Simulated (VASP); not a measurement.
# Be (P6_3/mmc) in VASP: further runs

Aim: see how the results for Be move with the level of theory and the settings. Levels: PBE+D3(BJ), revPBE+D3(BJ), LDA, r2SCAN. Tasks: single point.

Everything below comes from runs of VASP 6.6.1. Logs are shortened: lines on timing, memory, paths and dates and some standing lists are left out, and cuts for length are marked.

## Step 1: The cell of the first run

Symmetry: P6_3/mmc, No. 194, hexagonal system. The conventional cell has a = 2.214 Å, b = 2.214 Å, c = 3.500 Å, α = 90.00°, β = 90.00°, γ = 120.00°. Be (site symmetry -6m2) has 12 Be at 2.17 to 2.21 Å within 2.9 Å.

## Step 2: Single point, PBE+D3(BJ)

The input, INCAR:

```
  ALGO = Normal
  EDIFF = 1E-7
  ENCUT = 520
  GGA = PE
  ISIF = 2
  ISMEAR = 0
  IVDW = 12
  LASPH = T
  LCHARG = F
  LREAL = F
  LWAVE = F
  NBANDS = 9
  NELM = 60
  PREC = Accurate
  SIGMA = 0.1
```

The input, KPOINTS:

```
k-points
0
Gamma
  21 21 12
```

The input, POSCAR:

```
Be
1.0
    2.2142215395      0.0000000000      0.0000000000
   -1.1071107697      1.9175721028      0.0000000000
    0.0000000000      0.0000000000      3.5000027202
Be
2
Direct
    0.3333333333      0.6666666667      0.2500000000
    0.6666666667      0.3333333333      0.7500000000
```

Potentials or basis: VASP PAW PBE potentials, release 64 (Be).

Launch:

```console
> cat potpaw_PBE.64/Be/POTCAR > POTCAR
> mpirun -np 1 vasp_std > vasp.out
```

OUTCAR:

```text
EDIFF = 1E-7
   ENCUT = 520
   GGA = PE
   ISIF = 2
   ISMEAR = 0
   IVDW = 12
   LASPH = T
   LREAL = F
   NELM = 60
   PREC = Accurate
 IVDW          = 12

 ion  position               nearest neighbor table
   1  0.333  0.667  0.250-   2 2.17   2 2.17   2 2.17   2 2.17   2 2.17   2 2.17
   2  0.667  0.333  0.750-   1 2.17   1 2.17   1 2.17   1 2.17   1 2.17   1 2.17

  LATTYP: Found a hexagonal cell.
 ALAT       =     2.2142215395
 C/A-ratio  =     1.5806922016

  Lattice vectors:

 A1 = (   2.2142215395,   0.0000000000,   0.0000000000)
 A2 = (  -1.1071107697,   1.9175721028,   0.0000000000)
 A3 = (   0.0000000000,   0.0000000000,   3.5000027202)

Analysis of symmetry for initial positions (statically):
=====================================================================
 Subroutine PRICEL returns:
 Original cell was already a primitive cell.

 Routine SETGRP: Setting up the symmetry group for a
 hexagonal supercell.

 Subroutine GETGRP returns: Found 24 space group operations
 (whereof 12 operations were pure point group operations)
 out of a pool of 24 trial point group operations.

The static configuration has the point symmetry D_3d.
 The point group associated with its full space group is D_6h.

Analysis of symmetry for dynamics (positions and initial velocities):
=====================================================================
 Subroutine PRICEL returns:
 Original cell was already a primitive cell.

 Routine SETGRP: Setting up the symmetry group for a
 hexagonal supercell.

 Subroutine GETGRP returns: Found 24 space group operations
 (whereof 12 operations were pure point group operations)
 out of a pool of 24 trial point group operations.

The dynamic configuration has the point symmetry D_3d.
 The point group associated with its full space group is D_6h.

 Subroutine INISYM returns: Found 24 space group operations
 (whereof 12 operations are pure point group operations),
 and found     1 'primitive' translations

----------------------------------------------------------------------------------------

                                     Primitive cell

  volume of cell :      14.8608

  direct lattice vectors                    reciprocal lattice vectors
     2.214221540  0.000000000  0.000000000     0.451625992  0.260746388  0.000000000
    -1.107110770  1.917572103  0.000000000     0.000000000  0.521492776  0.000000000
     0.000000000  0.000000000  3.500002720     0.000000000  0.000000000  0.285714064

  length of vectors
     2.214221540  2.214221539  3.500002720     0.521492776  0.521492776  0.285714064

  position of ions in fractional coordinates (direct lattice)
     0.333333333  0.666666667  0.250000000
     0.666666667  0.333333333  0.750000000

  ion indices of the primitive-cell ions
   primitive index   ion index
                 1           1
                 2           2

----------------------------------------------------------------------------------------

 KPOINTS: k-points

Automatic generation of k-mesh.
 Grid dimensions read from file:
 generate k-points for:   21   21   12

 Generating k-lattice:

  Cartesian coordinates                     Fractional coordinates (reciprocal lattice)
     0.021506000  0.012416495  0.000000000     0.047619048 -0.000000000  0.000000000
     0.000000000  0.024832989  0.000000000     0.000000000  0.047619048  0.000000000
     0.000000000  0.000000000  0.023809505     0.000000000  0.000000000  0.083333333

  Length of vectors
     0.024832989  0.024832989  0.023809505

  Shift w.r.t. Gamma in fractional coordinates (k-lattice)
     0.000000000  0.000000000  0.000000000

 Subroutine IBZKPT returns following result:
 ===========================================

 Found    336 irreducible k-points:

 Following reciprocal coordinates:
            Coordinates               Weight
  0.000000  0.000000  0.000000      1.000000
  0.047619  0.000000  0.000000      6.000000
  0.095238  0.000000  0.000000      6.000000
  0.142857  0.000000  0.000000      6.000000
  0.190476  0.000000  0.000000      6.000000
  0.238095  0.000000  0.000000      6.000000
[... 16 lines left out ...]
  0.142857  0.095238  0.000000     12.000000
  0.190476  0.095238  0.000000     12.000000
 [... further k-points ...]
   k-points           NKPTS =    336   k-points in BZ     NKDIM =    336   number of bands    NBANDS=      9
   number of dos      NEDOS =    301   number of ions     NIONS =      2
   total plane-waves  NPLWV =   7168
   dimension x,y,z NGX =    16 NGY =   16 NGZ =   28
   dimension x,y,z NGXF=    32 NGYF=   32 NGZF=   56
   ions per type =               2
   NGX,Y,Z   is equivalent  to a cutoff of  12.01, 12.01, 13.30 a.u.
   NGXF,Y,Z  is equivalent  to a cutoff of  24.03, 24.03, 26.60 a.u.
 SYSTEM =  unknown system
   PREC   = accura    normal or accurate (medium, high low for compatibility)
   ISTART =      0    job   : 0-new  1-cont  2-samecut
   ICHARG =      2    charge: 1-file 2-atom 10-const
   ISPIN  =      1    spin polarized calculation?
   LNONCOLLINEAR =      F non collinear calculations
   LSORBIT =      F    spin-orbit coupling
   LASPH  =      T    aspherical Exc in radial PAW
   ENCUT  =  520.0 eV  38.22 Ry    6.18 a.u.   4.12  4.12  6.51*2*pi/ulx,y,z
   NELM   =     60;   NELMIN=  2; NELMDL= -5     # of ELM steps
   EDIFF  = 0.1E-06   stopping-criterion for ELM
   LREAL  =      F    real-space projection
   EDIFFG = 0.1E-05   stopping-criterion for IOM
   NSW    =      0    number of steps for IOM
   IBRION =     -1    ionic relax: 0-MD 1-quasi-New 2-CG
   NFREE  =      0    steps in history (QN), initial steepest desc. (CG)
   ISIF   =      2    stress and relaxation
   ISYM   =      2    0-nonsym 1-usesym 2-fastsym
   POTIM  = 0.5000    time-step for ionic-motion
   TEBEG  =    0.0;   TEEND  =   0.0 temperature during run
   PSTRESS=    0.0 pullay stress
   NELECT =       4.0000    total number of electrons
   NUPDOWN=      -1.0000    fix difference up-down
   EMIN   =  10.00;   EMAX   =-10.00  energy-range for DOS
   EFERMI =   0.00;   METHOD = LEGACY
   ISMEAR =     0;   SIGMA  =   0.10  broadening in eV -4-tet -1-fermi 0-gaus
   EFERMI_NEDOS =   21; number of points for ismear=-14 and -15
   IALGO  =     38    algorithm
   IMIX   =      4    mixing-type and parameters
     AMIX     =   0.40;   BMIX     =  1.00
     AMIX_MAG =   1.60;   BMIX_MAG =  1.00
  volume/ion in A,a.u.               =       7.43        50.14
  Fermi-wavevector in a.u.,A,eV,Ry     =   1.057015  1.997469 15.201524  1.117280
  Thomas-Fermi vector in A             =   2.192272
   LORBIT       =      0    0 simple, 1 ext, 2 COOP (PROOUT), +10 PAW based schemes
   GGA     = PE    functional components
   LHFCALC =     F    Hartree Fock is set to
   AEXX    =    0.0000 exact exchange contribution
   IVDW    =    12    specifies the selected vdW correction
   LEPSILON=     F    determine dielectric tensor
   LRPA    =     F    only Hartree local field effects (RPA)
 non-spin polarized calculation
 Gauss-broadening in eV      SIGMA  =   0.10
  energy-cutoff  :      520.00
  volume of cell :       14.86
 maximum number of plane-waves:       418
   NGX =  9   NGY =  9   NGZ = 13

 number of electron       4.0000000 magnetization

 Free energy of the ion-electron system (eV)
  ---------------------------------------------------
  ext. energy  EPLUGINS =         0.00000000
  ---------------------------------------------------
  free energy    TOTEN  =        -7.50550272 eV

  energy without entropy =       -7.50409632  energy(sigma->0) =       -7.50479952

 E-fermi :   7.5913     XC(G=0): -10.8115

 val. band max:        7.5803142459   @ k =   0.3333   0.0476   0.0000
 cond. band min:       7.6246619986   @ k =   0.3333   0.2857   0.0833
 fundamental gap:      0.0443477527
 Fermi energy:         7.5912680069

 k-point     1 :       0.0000    0.0000    0.0000
  band No.  band energies     occupation
      1      -4.1502      2.00000
      2       2.8392      2.00000
      3       8.8067      0.00000
      4      24.4210      0.00000
      5      24.4210      0.00000
      6      27.3731      0.00000
      7      27.3731      0.00000
      8      29.4562      0.00000
      9      35.7555      0.00000

 k-point     2 :       0.0476    0.0000    0.0000
  band No.  band energies     occupation
      1      -4.0834      2.00000
      2       2.9286      2.00000
      3       8.8234      0.00000
      4      23.8372      0.00000
      5      23.9636      0.00000
      6      27.3871      0.00000
      7      27.6305      0.00000
      8      29.3350      0.00000
      9      34.5669      0.00000

 k-point     3 :       0.0952    0.0000    0.0000
  band No.  band energies     occupation
      1      -3.8829      2.00000
      2       3.1969      2.00000
      3       8.8702      0.00000
      4      22.3566      0.00000
      5      22.9933      0.00000
      6      27.3789      0.00000
      7      27.9635      0.00000
      8      28.9203      0.00000
      9      32.7068      0.00000

 k-point     4 :       0.1429    0.0000    0.0000
  band No.  band energies     occupation
      1      -3.5484      2.00000
      2       3.6433      2.00000
      3       8.9351      0.00000
      4      20.4428      0.00000
      5      21.9136      0.00000
      6      27.2478      0.00000
      7      27.9688      0.00000
      8      28.0691      0.00000
      9      30.7236      0.00000
[... 205 lines left out ...]
 k-point    22 :       0.0952    0.0952    0.0000
  band No.  band energies     occupation
      1      -3.3473      2.00000
      2       3.9107      2.00000
      3       8.9757      0.00000
      4      19.9336      0.00000
      5      20.6925      0.00000
      6      27.2396      0.00000
      7      27.5813      0.00000
      8      27.6081      0.00000
      9      31.6047      0.00000

 k-point    23 :       0.1429    0.0952    0.0000
  band No.  band energies     occupation
      1      -2.8779      2.00000
      2       4.5334      2.00000
      3       9.0355      0.00000
      4      18.0801      0.00000
      5      19.6105      0.00000
      6      26.3243      0.00000
      7      26.6381      0.00000
      8      27.0062      0.00000
      9      30.9443      0.00000

 k-point    24 :       0.1905    0.0952    0.0000
  band No.  band energies     occupation
      1      -2.2739      2.00000
      2       5.3309      2.00000
      3       9.0333      0.00000
      4      16.2246      0.00000
      5      18.6630      0.00000
      6      24.5965      0.00000
      7      25.4553      0.00000
      8      26.4972      0.00000
      9      30.3626      0.00000

 [... further k-points ...]

------------------------ aborting loop because EDIFF is reached ----------------------------------------

 Edisp (eV)   -0.75739

 E8    (eV) :    -0.2626

  FORCE on cell =-STRESS in cart. coord.  units (eV):
  Direction    XX          YY          ZZ          XY          YZ          ZX
  --------------------------------------------------------------------------------------
  -------------------------------------------------------------------------------------
  Total       0.01691     0.01691     0.01871     0.00000     0.00000    -0.00000
  in kB       1.82310     1.82310     2.01743     0.00000     0.00000    -0.00000
  external pressure =        1.89 kB  Pullay stress =        0.00 kB

 VOLUME and BASIS-vectors are now :
 -----------------------------------------------------------------------------
  energy-cutoff  :      520.00
  volume of cell :       14.86
      direct lattice vectors                 reciprocal lattice vectors
     2.214221540  0.000000000  0.000000000     0.451625992  0.260746388  0.000000000
    -1.107110770  1.917572103  0.000000000     0.000000000  0.521492776  0.000000000
     0.000000000  0.000000000  3.500002720     0.000000000  0.000000000  0.285714064

 POSITION                                       TOTAL-FORCE (eV/Angst)
 -----------------------------------------------------------------------------------
     -0.00000      1.27838      0.87500         0.000000     -0.000000      0.000000
      1.10711      0.63919      2.62500        -0.000000      0.000000      0.000000
 -----------------------------------------------------------------------------------
    total drift:                                0.000000     -0.000000      0.000000

  FREE ENERGIE OF THE ION-ELECTRON SYSTEM (eV)
  ---------------------------------------------------
  free  energy   TOTEN  =        -8.2628913517 eV

  energy  without entropy=       -8.2614849566  energy(sigma->0) =       -8.26218815
```

It took 11 s on 1 thread of Intel Xeon 6975P-C, shared host; peak memory 0.16 GiB.

Results:

* Free energy: -8.2629 eV
* Pressure: 0.2 GPa
* Band gap on the k mesh: zero (band 2 reaches 8.56 eV, above the bottom of band 3 at 6.41 eV)
* Dispersion energy per atom: -0.379 eV

Levels at points of the mesh, in eV from the Fermi level:
```csv
k point,band 1,band 2,band 3,band 4,band 5
"(0.00, 0.00, 0.00)",-11.74,-4.75,1.22,16.83,16.83
"(0.00, 0.00, 0.50)",-9.54,-9.54,11.07,11.07,18.55
```

Caveat: pairwise dispersion overbinds metals, which lowers pressure and volume.

[end of part 1 of 2]
